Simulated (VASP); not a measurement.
# Rh in VASP: single point with PBE

Aim: the single point of Rh with PBE.

Program: VASP 6.6.1. These are calculated values, not measurements. Logs are shortened: lines on timing, memory, paths and dates and some standing lists are left out, and cuts for length are marked.

### Step 1. The cell of the first run

The cell holds a slab with vacuum, 12 atoms: a = 4.691 Å, b = 4.691 Å, c = 23.634 Å, α = 90.00°, β = 90.00°, γ = 120.00°.

### Step 2. Single point, PBE

File INCAR:

```
SYSTEM = Rh
PREC = Accurate
ENCUT = 520
EDIFF = 1E-7
ISMEAR = 0
SIGMA = 0.1
LREAL = .False.
LASPH = .True.
NELM = 100
ALGO = Normal
ISIF = 2
LWAVE = .False.
LCHARG = .False.
LDIPOL = .True.
IDIPOL = 3
DIPOL = 0.5 0.5 0.499
GGA = PE
NBANDS = 102
```

File KPOINTS:

```
Automatic mesh
0
Gamma
  6 6 1
  0 0 0
```

File POSCAR:

```
Rh
1.0
    4.6907459883      0.0000000000      0.0000000000
   -2.3453729942      4.0623051886      0.0000000000
    0.0000000000      0.0000000000     23.6337165943
Rh
12
Direct
    0.0000000000      0.3333333333      0.3596556625
    0.3333333333      0.0000000000      0.3596556625
    0.6666666667      0.6666666667      0.3596556625
    0.3333333333      0.3333333333      0.4532185542
    0.6666666667      0.0000000000      0.4532185542
    0.0000000000      0.6666666667      0.4532185542
    0.6666666667      0.3333333333      0.5446529616
    0.0000000000      0.0000000000      0.5446529616
    0.3333333333      0.6666666667      0.5446529616
    0.0000000000      0.3333333333      0.6367052044
    0.3333333333      0.0000000000      0.6367052044
    0.6666666667      0.6666666667      0.6367052044
```

Potentials or basis: VASP PAW PBE potentials, release 64 (Rh_pv).

The run is started by

```console
$ cat potpaw_PBE.64/Rh_pv/POTCAR > POTCAR
$ mpirun -np 1 vasp_std > vasp.out
```

OUTCAR:

```text
SYSTEM = Rh
   PREC = Accurate
   ENCUT = 520
   EDIFF = 1E-7
   ISMEAR = 0
   LREAL = .False.
   LASPH = .True.
   NELM = 100
   ISIF = 2
   GGA = PE

 ion  position               nearest neighbor table
   1  0.000  0.333  0.360-   2 2.71   3 2.71   3 2.71   2 2.71   3 2.71   2 2.71   4 2.71   5 2.71
                             6 2.71
   2  0.333  0.000  0.360-   3 2.71   1 2.71   1 2.71   3 2.71   1 2.71   3 2.71   6 2.71   4 2.71
                             5 2.71
   3  0.667  0.667  0.360-   2 2.71   1 2.71   1 2.71   2 2.71   1 2.71   2 2.71   6 2.71   5 2.71
                             4 2.71
   4  0.333  0.333  0.453-   8 2.67   7 2.67   9 2.67   5 2.71   6 2.71   6 2.71   6 2.71   5 2.71
                             5 2.71   1 2.71   2 2.71   3 2.71
   5  0.667  0.000  0.453-   8 2.67   7 2.67   9 2.67   4 2.71   6 2.71   6 2.71   4 2.71   4 2.71
                             6 2.71   1 2.71   3 2.71   2 2.71
   6  0.000  0.667  0.453-   9 2.67   8 2.67   7 2.67   5 2.71   4 2.71   5 2.71   4 2.71   4 2.71
                             5 2.71   3 2.71   2 2.71   1 2.71
   7  0.667  0.333  0.545-   5 2.67   6 2.67   4 2.67  10 2.68  11 2.68  12 2.68   9 2.71   8 2.71
                             9 2.71   8 2.71   8 2.71   9 2.71
   8  0.000  0.000  0.545-   5 2.67   4 2.67   6 2.67  11 2.68  12 2.68  10 2.68   9 2.71   7 2.71
                             7 2.71   9 2.71   7 2.71   9 2.71
   9  0.333  0.667  0.545-   6 2.67   5 2.67   4 2.67  11 2.68  10 2.68  12 2.68   7 2.71   8 2.71
[... 14 lines left out ...]
 A1 = (   4.6907459883,   0.0000000000,   0.0000000000)
 A2 = (  -2.3453729942,   4.0623051886,   0.0000000000)
 A3 = (   0.0000000000,   0.0000000000,  23.6337165943)

Analysis of symmetry for initial positions (statically):
=====================================================================
 Subroutine PRICEL returns following result:

  LATTYP: Found a hexagonal cell.
 ALAT       =     2.7082034588
 C/A-ratio  =     8.7267138360

  Lattice vectors:

 A1 = (  -2.3453729937,  -1.3541017298,   0.0000000000)
 A2 = (   2.3453729939,  -1.3541017294,   0.0000000000)
 A3 = (   0.0000000000,   0.0000000000,  23.6337165943)

   3 primitive cells build up your supercell.

 Routine SETGRP: Setting up the symmetry group for a
 hexagonal supercell.

 Subroutine GETGRP returns: Found  6 space group operations
 (whereof  6 operations were pure point group operations)
 out of a pool of 24 trial point group operations.

The static configuration has the point symmetry C_3v.

Analysis of symmetry for dynamics (positions and initial velocities):
=====================================================================
 Subroutine PRICEL returns following result:

  LATTYP: Found a hexagonal cell.
 ALAT       =     2.7082034588
 C/A-ratio  =     8.7267138360

  Lattice vectors:

 A1 = (  -2.3453729937,  -1.3541017298,   0.0000000000)
 A2 = (   2.3453729939,  -1.3541017294,   0.0000000000)
 A3 = (   0.0000000000,   0.0000000000,  23.6337165943)

   3 primitive cells build up your supercell.

 Routine SETGRP: Setting up the symmetry group for a
 hexagonal supercell.

 Subroutine GETGRP returns: Found  6 space group operations
 (whereof  6 operations were pure point group operations)
 out of a pool of 24 trial point group operations.

The dynamic configuration has the point symmetry C_3v.

 Subroutine INISYM returns: Found  6 space group operations
 (whereof  6 operations are pure point group operations),
 and found     3 'primitive' translations

----------------------------------------------------------------------------------------

                                     Primitive cell

  volume of cell :     150.1154

  direct lattice vectors                    reciprocal lattice vectors
    -2.345372994 -1.354101730  0.000000000    -0.213185707 -0.369248476  0.000000000
     2.345372994 -1.354101729  0.000000000     0.213185707 -0.369248476  0.000000000
     0.000000000  0.000000000 23.633716594     0.000000000  0.000000000  0.042312431

  length of vectors
     2.708203459  2.708203459 23.633716594     0.426371414  0.426371414  0.042312431

  position of ions in fractional coordinates (direct lattice)
     0.666666667  0.333333333  0.359655663
     0.333333333  0.666666667  0.453218554
     0.000000000  0.000000000  0.544652962
[... 23 lines left out ...]

  Length of vectors
     0.041027608  0.041027608  0.042312431

  Shift w.r.t. Gamma in fractional coordinates (k-lattice)
     0.000000000  0.000000000  0.000000000

 Subroutine IBZKPT returns following result:
 ===========================================

 Found      7 irreducible k-points:

 Following reciprocal coordinates:
            Coordinates               Weight
  0.000000  0.000000  0.000000      1.000000
  0.166667  0.000000  0.000000      6.000000
  0.333333  0.000000  0.000000      6.000000
  0.500000  0.000000  0.000000      3.000000
  0.166667  0.166667  0.000000      6.000000
  0.333333  0.166667  0.000000     12.000000
  0.333333  0.333333  0.000000      2.000000
   k-points           NKPTS =      7   k-points in BZ     NKDIM =      7   number of bands    NBANDS=    102
   number of dos      NEDOS =    301   number of ions     NIONS =     12
   total plane-waves  NPLWV = 233280
   dimension x,y,z NGX =    36 NGY =   36 NGZ =  180
   dimension x,y,z NGXF=    72 NGYF=   72 NGZF=  360
   ions per type =              12
   NGX,Y,Z   is equivalent  to a cutoff of  12.76, 12.76, 12.66 a.u.
   NGXF,Y,Z  is equivalent  to a cutoff of  25.52, 25.52, 25.32 a.u.
 SYSTEM =  Rh
   PREC   = accura    normal or accurate (medium, high low for compatibility)
   ISTART =      0    job   : 0-new  1-cont  2-samecut
   ICHARG =      2    charge: 1-file 2-atom 10-const
   ISPIN  =      1    spin polarized calculation?
   LNONCOLLINEAR =      F non collinear calculations
   LSORBIT =      F    spin-orbit coupling
   LASPH  =      T    aspherical Exc in radial PAW
   ENCUT  =  520.0 eV  38.22 Ry    6.18 a.u.   8.72  8.72 43.94*2*pi/ulx,y,z
   NELM   =    100;   NELMIN=  2; NELMDL= -5     # of ELM steps
   EDIFF  = 0.1E-06   stopping-criterion for ELM
   LREAL  =      F    real-space projection
   EDIFFG = 0.1E-05   stopping-criterion for IOM
   NSW    =      0    number of steps for IOM
   IBRION =     -1    ionic relax: 0-MD 1-quasi-New 2-CG
   NFREE  =      0    steps in history (QN), initial steepest desc. (CG)
   ISIF   =      2    stress and relaxation
   ISYM   =      2    0-nonsym 1-usesym 2-fastsym
   POTIM  = 0.5000    time-step for ionic-motion
   TEBEG  =    0.0;   TEEND  =   0.0 temperature during run
   PSTRESS=    0.0 pullay stress
   NELECT =     180.0000    total number of electrons
   NUPDOWN=      -1.0000    fix difference up-down
   EMIN   =  10.00;   EMAX   =-10.00  energy-range for DOS
   EFERMI =   0.00;   METHOD = LEGACY
   ISMEAR =     0;   SIGMA  =   0.10  broadening in eV -4-tet -1-fermi 0-gaus
   EFERMI_NEDOS =   21; number of points for ismear=-14 and -15
   IALGO  =     38    algorithm
   IMIX   =      4    mixing-type and parameters
     AMIX     =   0.40;   BMIX     =  1.00
     AMIX_MAG =   1.60;   BMIX_MAG =  1.00
  volume/ion in A,a.u.               =      37.53       253.26
  Fermi-wavevector in a.u.,A,eV,Ry     =   1.205915  2.278850 19.786027  1.454232
  Thomas-Fermi vector in A             =   2.341598
   LORBIT       =      0    0 simple, 1 ext, 2 COOP (PROOUT), +10 PAW based schemes
   GGA     = PE    functional components
   LHFCALC =     F    Hartree Fock is set to
   AEXX    =    0.0000 exact exchange contribution
   IVDW    =     0    specifies the selected vdW correction
   LEPSILON=     F    determine dielectric tensor
   LRPA    =     F    only Hartree local field effects (RPA)
 non-spin polarized calculation
 Gauss-broadening in eV      SIGMA  =   0.10
  energy-cutoff  :      520.00
  volume of cell :      450.35
 maximum number of plane-waves:     12159
 NGX is ok and might be reduce to    36
   NGX = 17   NGY = 17   NGZ = 87

 dipolmoment           0.000000      0.000000      0.000280 electrons x Angstroem

 number of electron     179.9999953 magnetization

 dipolmoment           0.000000      0.000000     -0.001759 electrons x Angstroem

 Free energy of the ion-electron system (eV)
  ---------------------------------------------------
  ext. energy  EPLUGINS =         0.00000000
  ---------------------------------------------------
  free energy    TOTEN  =       -82.30768968 eV

  energy without entropy =      -82.21238595  energy(sigma->0) =      -82.26003782

 E-fermi :   1.1338     XC(G=0):  -5.9661

 val. band max:        1.1326290303   @ k =   0.3333   0.3333   0.0000
 cond. band min:       1.1358270294   @ k =   0.3333   0.1667   0.0000
 fundamental gap:      0.0031979991
 Fermi energy:         1.1338444802

 k-point     1 :       0.0000    0.0000    0.0000
  band No.  band energies     occupation
      1     -45.9685      2.00000
      2     -45.8324      2.00000
      3     -45.8324      2.00000
      4     -45.8316      2.00000
      5     -45.8316      2.00000
      6     -45.8139      2.00000
[... 724 lines left out ...]
    101       1.7089      0.00000
    102       1.7089      0.00000

------------------------ aborting loop because EDIFF is reached ----------------------------------------

 vacuum level on the upper side and lower side of the slab       (xc-potential included)        -0.093        -0.077

  FORCE on cell =-STRESS in cart. coord.  units (eV):
  Direction    XX          YY          ZZ          XY          YZ          ZX
  --------------------------------------------------------------------------------------
  -------------------------------------------------------------------------------------
  Total       -6.1465454     -6.1465454     -1.5012606      0.0000000      0.0000000      0.0000000
  in kB      -21.8673013    -21.8673013     -5.3409705      0.0000000      0.0000000      0.0000000
  external PRESSURE =     -16.3585244 kB  Pullay stress =       0.0000000 kB

 VOLUME and BASIS-vectors are now :
 -----------------------------------------------------------------------------
  energy-cutoff  :      520.00
  volume of cell :      450.35
      direct lattice vectors                 reciprocal lattice vectors
     4.690745988  0.000000000  0.000000000     0.213185707  0.123082825  0.000000000
    -2.345372994  4.062305189  0.000000000     0.000000000  0.246165651  0.000000000
     0.000000000  0.000000000 23.633716594     0.000000000  0.000000000  0.042312431

 POSITION                                       TOTAL-FORCE (eV/Angst)
 -----------------------------------------------------------------------------------
     -0.78179      1.35410      8.50000         0.000000      0.000000      0.240117
      1.56358      0.00000      8.50000        -0.000000     -0.000000      0.240117
      1.56358      2.70820      8.50000        -0.000000     -0.000000      0.240117
      0.78179      1.35410     10.71124        -0.000000      0.000000     -0.253701
      3.12716      0.00000     10.71124        -0.000000      0.000000     -0.253701
     -1.56358      2.70820     10.71124         0.000000     -0.000000     -0.253701
      2.34537      1.35410     12.87217        -0.000000      0.000000     -0.001760
      0.00000      0.00000     12.87217        -0.000000      0.000000     -0.001760
     -0.00000      2.70820     12.87217         0.000000      0.000000     -0.001760
     -0.78179      1.35410     15.04771         0.000000     -0.000000      0.015345
      1.56358      0.00000     15.04771         0.000000      0.000000      0.015345
      1.56358      2.70820     15.04771         0.000000      0.000000      0.015345
 -----------------------------------------------------------------------------------
    total drift:                               -0.000000     -0.000001      0.006641

  FREE ENERGIE OF THE ION-ELECTRON SYSTEM (eV)
  ---------------------------------------------------
  free  energy   TOTEN  =       -82.3076896817 eV

  energy  without entropy=      -82.2123859504  energy(sigma->0) =      -82.26003782

 vacuum level on the upper side and lower side of the slab         6.176         6.194
```

Run time: 18 min. Hardware: 1 thread of Intel Xeon Platinum 8559C (Emerald Rapids), shared host; peak memory 0.62 GiB.

What came out:

```
Free energy            : -82.3077 eV
Largest force          : 0.254 eV/Å
Band gap on the k mesh : zero (bands 90 and 91 overlap by 0.31 eV)
```

Forces in eV/Å, atoms in the order of the input:
```
Rh   0.000  0.000  0.240
Rh   0.000  0.000  0.240
Rh   0.000  0.000  0.240
Rh   0.000  0.000 -0.254
Rh   0.000  0.000 -0.254
Rh   0.000  0.000 -0.254
Rh   0.000  0.000 -0.002
Rh   0.000  0.000 -0.002
Rh   0.000  0.000 -0.002
Rh   0.000  0.000  0.015
Rh   0.000  0.000  0.015
Rh   0.000  0.000  0.015
```
